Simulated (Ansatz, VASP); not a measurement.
# One calculation of Sr2SO, two programs

The input POSCAR:

```
Sr2SO
1.0
    4.0208837457      0.0000000000      0.0000000000
    0.0000000000      4.0208837457      0.0000000000
    0.0000000000      0.0000000000      5.6918926675
O Sr S
1 2 1
Direct
    0.0000000000      0.0000000000      0.0000000000
    0.0000000000      0.0000000000      0.5000000000
    0.5000000000      0.5000000000      0.0000000000
    0.5000000000      0.5000000000      0.5000000000
```

File INCAR.step1:

```
PREC = Accurate
ENCUT = 520
EDIFF = 1E-5
ISMEAR = 0
SIGMA = 0.01
LREAL = False
LASPH = True
NELM = 100
ALGO = Normal
ISIF = 2
LWAVE = True
NBANDS = 24
GGA = PE
KPAR = 4
```

INCAR.step2

```
PREC = Accurate
ENCUT = 520
EDIFF = 1E-6
ISMEAR = 0
SIGMA = 0.01
LREAL = False
LASPH = True
NELM = 100
ALGO = Normal
ISIF = 2
LWAVE = False
LCHARG = True
GGA = PE
LHFCALC = True
HFSCREEN = 0.2079
PRECFOCK = Normal
LVHAR = True
NBANDS = 24
ISTART = 1
KPAR = 4
```

The input KPOINTS:

```
Automatic mesh
0
Gamma
  4 4 4
```

Input for Ansatz:

```yaml
crystal:
  lattice:
    - [4.0208837457, 0.0, 0.0]
    - [0.0, 4.0208837457, 0.0]
    - [0.0, 0.0, 5.6918926675]
  atoms:
    - { symbol: O, position: [0.0, 0.0, 0.0] }
    - { symbol: Sr, position: [0.0, 0.0, 0.5] }
    - { symbol: S, position: [0.5, 0.5, 0.5] }
    - { symbol: Sr, position: [0.5, 0.5, 0.0] }
kpoints:
  mp_grid: { grid: [4, 4, 4] }
  band_path:
    path:
      - [0.0, 0.0, 0.0]
      - [0.0, 0.5, 0.0]
      - [0.5, 0.5, 0.0]
      - [0.0, 0.0, 0.5]
      - [0.0, 0.5, 0.5]
      - [0.5, 0.5, 0.5]
    npoints: 1
hamiltonian:
  xc: hse06
scf:
  occupations: { method: fixed }
  n_extra_bands: 5
output:
  forces: true
  stress: true
  eigenvalues: true
```

Alike in both runs: task single point; functional HSE06; k mesh 4 × 4 × 4; no spin polarisation.

|  | VASP | Ansatz |
| --- | --- | --- |
| version | VASP 6.6.1 | Ansatz 0.2.0 |
| potentials or method | VASP PAW PBE potentials, release 64 (O, Sr_sv, S) | plane waves, PAW |
| plane-wave cutoff (eV) | 520 | 420 |
| occupations | gaussian, width 0.01 eV | fixed |
| valence electrons in the cell | 32 | 32 |

|  | VASP | Ansatz | Ansatz less VASP |
| --- | --- | --- | --- |
| gap on the k mesh at the Fermi level (eV) | 3.38 | 3.41 | +0.029 |
| pressure (GPa) | -0.1 | -0.2 | -0.19 |

Ansatz's warnings: stress exchange threshold loose, stress scf threshold loose.
